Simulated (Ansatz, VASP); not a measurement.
Be4C in VASP and in Ansatz

```
CELL_PARAMETERS angstrom
-2.21461 2.21461 1.90122
2.21461 -2.21461 1.90122
2.21461 2.21461 -1.90122
ATOMIC_POSITIONS crystal
Be 0.58109 0.08109 0.16218
Be 0.91891 0.41891 0.83782
Be 0.08109 0.91891 0.50000
Be 0.41891 0.58109 0.50000
C 0.00000 0.00000 0.00000
```

Alike in both runs: task single point; functional PBE; k mesh 6 × 6 × 6; occupations gaussian, width 0.1 eV; collinear spin.

|  | VASP | Ansatz |
| --- | --- | --- |
| version | VASP 6.6.1 | Ansatz 0.2.0 |
| potentials or method | VASP PAW PBE potentials, release 64 (Be, C), cutoff 520 eV | scalar-relativistic, plane waves, PAW |
| valence electrons in the cell | 12 | 12 |

VASP gave:

- gap on the k mesh at the Fermi level (eV): none
- pressure (GPa): 0.3
- net moment per atom (μB): 0.00

Question: What did Ansatz give for the same quantities?

Answer: gap on the k mesh at the Fermi level (eV): none; pressure (GPa): 0.0; net moment per atom (μB): 0.00.

A gap of «none» marks a metal or a gap that the smearing closes. Ansatz's warnings: seeded moment not kept.

The k mesh is coarse, so the values compare programs but aren't converged.
